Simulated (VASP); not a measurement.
# LiCl (P6_3/mmc) in VASP: further runs

The runs below take LiCl through relaxation of cell and atoms, with PBE, r2SCAN.

Program: VASP 6.6.1. These are calculated values, not measurements. Logs are shortened: lines on timing, memory, paths and dates and some standing lists are left out, and cuts for length are marked.

## 1. The cell of the first run

The structure is hexagonal, space group P6_3/mmc (No. 194). Conventional cell: a = 3.641 Å, b = 3.641 Å, c = 4.551 Å, α = 90.00°, β = 90.00°, γ = 120.00°. Li (site symmetry -6m2) has 5 Cl at 2.10 to 2.28 Å within 2.8 Å. Cl (site symmetry -6m2) has 5 Li at 2.10 to 2.28 Å within 2.8 Å.

## 2. Relaxation of cell and atoms, PBE

INCAR reads:

```
  ALGO = Normal
  EDIFF = 1E-6
  EDIFFG = -0.005
  ENCUT = 600
  GGA = PE
  IBRION = 2
  ISIF = 3
  ISMEAR = -1
  LASPH = True
  LCHARG = False
  LREAL = False
  LWAVE = False
  NELM = 100
  NSW = 80
  PREC = Accurate
  SIGMA = 0.02
```

KPOINTS reads:

```
k-points
0
Gamma
  12 12 6
```

POSCAR reads:

```
LiCl
1.0
    3.6406089893      0.0000000000      0.0000000000
   -1.8203044947      3.1528598700      0.0000000000
    0.0000000000      0.0000000000      4.5505194000
Li Cl
2 2
Direct
    0.3333333333      0.6666666667      0.2500000000
    0.6666666667      0.3333333333      0.7500000000
    0.6666666667      0.3333333333      0.2500000000
    0.3333333333      0.6666666667      0.7500000000
```

Potentials or basis: VASP PAW PBE potentials, release 64 (Li_sv, Cl).

Started as:

```bash
$ cat potpaw_PBE.64/Li_sv/POTCAR potpaw_PBE.64/Cl/POTCAR > POTCAR
$ mpirun -np 1 vasp_std > vasp.out
```

OUTCAR:

```text
EDIFF = 1E-6
   EDIFFG = -0.005
   ENCUT = 600
   GGA = PE
   IBRION = 2
   ISIF = 3
   ISMEAR = -1
   LASPH = True
   LREAL = False
   NELM = 100
   NSW = 80
   PREC = Accurate

 ion  position               nearest neighbor table
   1  0.333  0.667  0.250-   3 2.10   3 2.10   3 2.10   4 2.28   4 2.28
   2  0.667  0.333  0.750-   4 2.10   4 2.10   4 2.10   3 2.28   3 2.28
   3  0.667  0.333  0.250-   1 2.10   1 2.10   1 2.10   2 2.28   2 2.28
   4  0.333  0.667  0.750-   2 2.10   2 2.10   2 2.10   1 2.28   1 2.28

  LATTYP: Found a hexagonal cell.
 ALAT       =     3.6406089893
 C/A-ratio  =     1.2499335725

  Lattice vectors:

 A1 = (   3.6406089893,   0.0000000000,   0.0000000000)
 A2 = (  -1.8203044947,   3.1528598700,   0.0000000000)
 A3 = (   0.0000000000,   0.0000000000,   4.5505194000)

Analysis of symmetry for initial positions (statically):
=====================================================================
 Subroutine PRICEL returns:
 Original cell was already a primitive cell.

 Routine SETGRP: Setting up the symmetry group for a
 hexagonal supercell.

 Subroutine GETGRP returns: Found 24 space group operations
 (whereof 12 operations were pure point group operations)
 out of a pool of 24 trial point group operations.

The static configuration has the point symmetry D_3d.
 The point group associated with its full space group is D_6h.

Analysis of symmetry for dynamics (positions and initial velocities):
=====================================================================
 Subroutine PRICEL returns:
 Original cell was already a primitive cell.

 Routine SETGRP: Setting up the symmetry group for a
 hexagonal supercell.

 Subroutine GETGRP returns: Found 24 space group operations
 (whereof 12 operations were pure point group operations)
 out of a pool of 24 trial point group operations.

The dynamic configuration has the point symmetry D_3d.
 The point group associated with its full space group is D_6h.

 Subroutine INISYM returns: Found 24 space group operations
 (whereof 12 operations are pure point group operations),
 and found     1 'primitive' translations

----------------------------------------------------------------------------------------

                                     Primitive cell

  volume of cell :      52.2324

  direct lattice vectors                    reciprocal lattice vectors
     3.640608989  0.000000000  0.000000000     0.274679320  0.158586179  0.000000000
    -1.820304495  3.152859870  0.000000000     0.000000000  0.317172358  0.000000000
     0.000000000  0.000000000  4.550519400     0.000000000  0.000000000  0.219755134

  length of vectors
[... 78 lines left out ...]
   ISTART =      0    job   : 0-new  1-cont  2-samecut
   ICHARG =      2    charge: 1-file 2-atom 10-const
   ISPIN  =      1    spin polarized calculation?
   LNONCOLLINEAR =      F non collinear calculations
   LSORBIT =      F    spin-orbit coupling
   LASPH  =      T    aspherical Exc in radial PAW
   ENCUT  =  600.0 eV  44.10 Ry    6.64 a.u.   7.27  7.27  9.09*2*pi/ulx,y,z
   NELM   =    100;   NELMIN=  2; NELMDL= -5     # of ELM steps
   EDIFF  = 0.1E-05   stopping-criterion for ELM
   LREAL  =      F    real-space projection
   EDIFFG = -.5E-02   stopping-criterion for IOM
   NSW    =     80    number of steps for IOM
   IBRION =      2    ionic relax: 0-MD 1-quasi-New 2-CG
   NFREE  =      1    steps in history (QN), initial steepest desc. (CG)
   ISIF   =      3    stress and relaxation
   ISYM   =      2    0-nonsym 1-usesym 2-fastsym
   POTIM  = 0.5000    time-step for ionic-motion
   TEBEG  =    0.0;   TEEND  =   0.0 temperature during run
   PSTRESS=    0.0 pullay stress
   NELECT =      20.0000    total number of electrons
   NUPDOWN=      -1.0000    fix difference up-down
   EMIN   =  10.00;   EMAX   =-10.00  energy-range for DOS
   EFERMI =   0.00;   METHOD = LEGACY
   ISMEAR =    -1;   SIGMA  =   0.02  broadening in eV -4-tet -1-fermi 0-gaus
   EFERMI_NEDOS =   21; number of points for ismear=-14 and -15
   IALGO  =     38    algorithm
   IMIX   =      4    mixing-type and parameters
     AMIX     =   0.40;   BMIX     =  1.00
     AMIX_MAG =   1.60;   BMIX_MAG =  1.00
  volume/ion in A,a.u.               =      13.06        88.12
  Fermi-wavevector in a.u.,A,eV,Ry     =   1.188789  2.246486 19.228030  1.413220
  Thomas-Fermi vector in A             =   2.324911
   LORBIT       =      0    0 simple, 1 ext, 2 COOP (PROOUT), +10 PAW based schemes
   GGA     = PE    functional components
   LHFCALC =     F    Hartree Fock is set to
   AEXX    =    0.0000 exact exchange contribution
   IVDW    =     0    specifies the selected vdW correction
   LEPSILON=     F    determine dielectric tensor
   LRPA    =     F    only Hartree local field effects (RPA)
 conjugate gradient relaxation of ions
 non-spin polarized calculation
  energy-cutoff  :      600.00
  volume of cell :       52.23
 maximum number of plane-waves:      1765
 NGX is ok and might be reduce to    30
   NGX = 15   NGY = 15   NGZ = 19

--------------------------------------- Ionic step        1  -------------------------------------------

 number of electron      20.0000012 magnetization

 Free energy of the ion-electron system (eV)
  ---------------------------------------------------
  ext. energy  EPLUGINS =         0.00000000
  ---------------------------------------------------
  free energy    TOTEN  =       -13.10509185 eV

  energy without entropy =      -13.10509185  energy(sigma->0) =      -13.10509185

 E-fermi :   3.6266     XC(G=0):  -9.6718

 val. band max:        3.2183209814   @ k =   0.0000   0.0000   0.0000
 cond. band min:      10.0827973900   @ k =   0.2500   0.0000   0.3333
 fundamental gap:      6.8644764086
 Fermi energy:         3.6265559034
[... 923 lines left out ...]
      3     -13.5219      2.00000
      4     -13.1650      2.00000
      5      -2.7911      2.00000
      6      -2.1592      2.00000
      7      -2.1182      2.00000
      8      -1.8292      2.00000
      9      -1.1191      2.00000
     10      -0.8574      2.00000
     11       6.5099      0.00000
     12       7.6586      0.00000
     13       8.9244      0.00000
     14       9.5075      0.00000

 [... further k-points ...]

[... ionic steps 4 to 8 ...]

--------------------------------------- Ionic step        9  -------------------------------------------

 number of electron      19.9999977 magnetization

------------------------ aborting loop because EDIFF is reached ----------------------------------------
[... 71 lines left out ...]
--------------------------------------- Ionic step       11  -------------------------------------------

 number of electron      19.9999975 magnetization

 Free energy of the ion-electron system (eV)
  ---------------------------------------------------
  ext. energy  EPLUGINS =         0.00000000
  ---------------------------------------------------
  free energy    TOTEN  =       -14.75977939 eV

  energy without entropy =      -14.75977939  energy(sigma->0) =      -14.75977939

 E-fermi :   0.0359     XC(G=0):  -7.8636

 val. band max:       -0.4026614596   @ k =   0.0000   0.0000   0.0000
 cond. band min:       5.2418687447   @ k =   0.0000   0.0000   0.0000
 fundamental gap:      5.6445302043
 Fermi energy:         0.0359150823
[... 439 lines left out ...]
  FREE ENERGIE OF THE ION-ELECTRON SYSTEM (eV)
  ---------------------------------------------------
  free  energy   TOTEN  =       -14.7597793920 eV

  energy  without entropy=      -14.7597793920  energy(sigma->0) =      -14.75977939

 reached required accuracy - stopping structural energy minimisation
```

OSZICAR:

```text
N       E                     dE             d eps       ncg     rms          rms(c)
DAV:   1     0.147937487134E+03    0.14794E+03   -0.10628E+04  2128   0.162E+03
[... 94 lines left out ...]
       N       E                     dE             d eps       ncg     rms          rms(c)
DAV:   1    -0.147609101655E+02   -0.12468E-02   -0.21381E-02  2140   0.101E+00    0.222E-01
DAV:   2    -0.147599262095E+02    0.98396E-03   -0.26092E-03  2620   0.344E-01    0.749E-02
DAV:   3    -0.147598000882E+02    0.12612E-03   -0.49227E-04  2416   0.129E-01    0.482E-02
DAV:   4    -0.147597819080E+02    0.18180E-04   -0.15829E-05  2902   0.339E-02    0.864E-03
DAV:   5    -0.147597790068E+02    0.29012E-05   -0.29274E-06  2420   0.130E-02    0.322E-03
DAV:   6    -0.147597793920E+02   -0.38515E-06   -0.30910E-07  1304   0.532E-03
  11 F= -.14759779E+02 E0= -.14759779E+02  d E =-.115772E-03
```

CONTCAR:

```text
LiCl
   1.00000000000000
     4.1733115907974172   -0.0000000000084833    0.0000000000000000
    -2.0866557954633720    3.6141938555719597   -0.0000000000000000
     0.0000000000000000   -0.0000000000000000    5.2515029076417949
  Li              Cl
     2     2
Direct
     0.3333333332999970    0.6666666667000030    0.2500000000000000
     0.6666666667000030    0.3333333332999970    0.7500000000000000
     0.6666666667000030    0.3333333332999970    0.2500000000000000
     0.3333333332999970    0.6666666667000030    0.7500000000000000

  0.00000000E+00  0.00000000E+00  0.00000000E+00
  0.00000000E+00  0.00000000E+00  0.00000000E+00
  0.00000000E+00  0.00000000E+00  0.00000000E+00
  0.00000000E+00  0.00000000E+00  0.00000000E+00
```

It took 2.7 min on 1 thread of Intel Xeon 6975P-C (Granite Rapids), shared host; peak memory 0.21 GiB.

Results:

| Property | Result |
| --- | --- |
| Free energy | -14.7598 eV |
| Relaxed volume | 19.80 Å³/atom |
| Relaxed cell | a = 4.173 Å, b = 4.173 Å, c = 5.252 Å, α = 90.00°, β = 90.00°, γ = 120.00° |
| Space group after relaxing (to 0.1 Å) | P6_3/mmc (No. 194) |
| Energy gained by relaxing | 413.7 meV/atom |
| Ionic steps | 11 |
| Pressure after relaxing | 0.0 GPa |
| Band gap on the k mesh | 5.64 eV |

Step by step:
```tsv
step	energy change (eV)	largest force (eV/Å)	pressure (GPa)	volume (Å³)
1	0.0000	0.0000	27.93	52.23
2	-1.5708	0.0000	3.73	71.40
3	-1.6433	0.0000	1.22	76.23
4	-1.6015	0.0000	-2.16	86.53
5	-1.6543	0.0000	-0.11	79.55
6	-1.6543	0.0000	0.12	78.93
7	-1.6544	0.0000	0.11	78.93
8	-1.6545	0.0000	0.12	78.94
9	-1.6544	0.0000	0.13	78.95
10	-1.6546	0.0000	0.12	78.94
11	-1.6547	0.0000	0.02	79.21
```

Final structure:
```
CELL_PARAMETERS angstrom
4.17331 0.00000 0.00000
-2.08666 3.61419 0.00000
0.00000 0.00000 5.25150
ATOMIC_POSITIONS crystal
Li 0.33333 0.66667 0.25000
Li 0.66667 0.33333 0.75000
Cl 0.66667 0.33333 0.25000
Cl 0.33333 0.66667 0.75000
```

Caveat: the cutoff is under 1.25 times the usual one of these potentials, so pressure, stress and relaxed cells hold a basis-set (Pulay) error; the volume moved by over 15 % at a fixed basis, so the end points are rough. A k mesh can miss the band edges.

## 3. Relaxation of cell and atoms, r2SCAN

This run uses another cell than the first one, of 20.07 Å³/atom.

POSCAR reads:

```
LiCl
1.0
    4.1875917110      0.0000000000      0.0000000000
   -2.0937958555      3.6265608024      0.0000000000
    0.0000000000      0.0000000000      5.2870383812
Li Cl
2 2
Direct
    0.3333333333      0.6666666667      0.2500000000
    0.6666666667      0.3333333333      0.7500000000
    0.6666666667      0.3333333333      0.2500000000
    0.3333333333      0.6666666667      0.7500000000
```

INCAR.step1 reads:

```
SYSTEM = LiCl
  PREC = Accurate
  ENCUT = 600
  ISMEAR = -1
  SIGMA = 0.02
  LREAL = .FALSE.
  LASPH = .TRUE.
  NELM = 60
  GGA = PE
  ALGO = Normal
  EDIFF = 1E-4
  LWAVE = .TRUE.
  LCHARG = .FALSE.
```

INCAR.step2 reads:

```
SYSTEM = LiCl
  PREC = Accurate
  ENCUT = 600
  EDIFF = 1E-6
  ISMEAR = -1
  SIGMA = 0.02
  LREAL = .FALSE.
  LASPH = .TRUE.
  NELM = 60
  ALGO = Normal
  ISIF = 3
  LWAVE = .FALSE.
  LCHARG = .FALSE.
  METAGGA = R2SCAN
  LMIXTAU = .TRUE.
  IBRION = 2
  NSW = 80
  EDIFFG = -0.005
  ISTART = 1
```

KPOINTS reads:

```
Automatic mesh
0
G
  6 6 4
  0 0 0
```

Potentials or basis: VASP PAW PBE potentials, release 64 (Li_sv, Cl).

Started as:

```bash
$ cat potpaw_PBE.64/Li_sv/POTCAR potpaw_PBE.64/Cl/POTCAR > POTCAR
$ cp INCAR.step1 INCAR
$ mpirun -np 1 vasp_std > vasp.out
$ cp INCAR.step2 INCAR
$ mpirun -np 1 vasp_std > vasp.out
```

Wall time 4.6 min (1 thread of Intel Xeon 6975P-C (Granite Rapids), shared host); peak memory 0.25 GiB.

The run converged. Its results:

* Free energy: -25.1083 eV
* Relaxed volume: 19.39 Å³/atom
* Relaxed cell: a = 4.147 Å, b = 4.147 Å, c = 5.207 Å, α = 90.00°, β = 90.00°, γ = 120.00°
* Space group after relaxing (to 0.1 Å): P6_3/mmc (No. 194)
* Energy gained by relaxing: 2.3 meV/atom
* Ionic steps: 8
* Pressure after relaxing: 0.0 GPa
* Band gap on the k mesh: 6.39 eV

The path:
```csv
step,energy change (eV),largest force (eV/Å),pressure (GPa),volume (Å³)
1,0.0000,0.0000,-0.95,80.29
2,-0.0066,0.0000,-0.48,78.92
3,-0.0084,0.0000,-0.24,78.26
4,-0.0088,0.0000,0.25,76.96
5,-0.0091,0.0000,0.00,77.60
6,-0.0091,0.0000,0.02,77.55
7,-0.0091,0.0000,0.02,77.55
8,-0.0091,0.0000,0.02,77.55
```

Final structure:
```
Li Cl
1.0
     4.14716    0.00000    0.00000
    -2.07358    3.59155    0.00000
     0.00000    0.00000    5.20667
Li Cl
2 2
Direct
  0.33333 0.66667 0.25000
  0.66667 0.33333 0.75000
  0.66667 0.33333 0.25000
  0.33333 0.66667 0.75000
```

Levels at points of the mesh, in eV from the valence-band top:
```
           k point  band 8  band 9  band 10  band 11  band 12  band 13
(0.00, 0.00, 0.00)   -0.64   -0.64     0.00     6.39     8.87     9.53
(0.50, 0.00, 0.00)   -1.44   -1.03    -0.68     7.87     9.43     9.50
(0.00, 0.00, 0.50)   -1.05   -1.05    -1.05     8.33     8.33     9.54
(0.50, 0.00, 0.50)   -1.38   -0.52    -0.52     7.89     7.89    10.06
```

Caveat: the cutoff is under 1.25 times the usual one of these potentials, so pressure, stress and relaxed cells hold a basis-set (Pulay) error; the PAW data sets were made with another functional, which shifts forces and pressure a little.
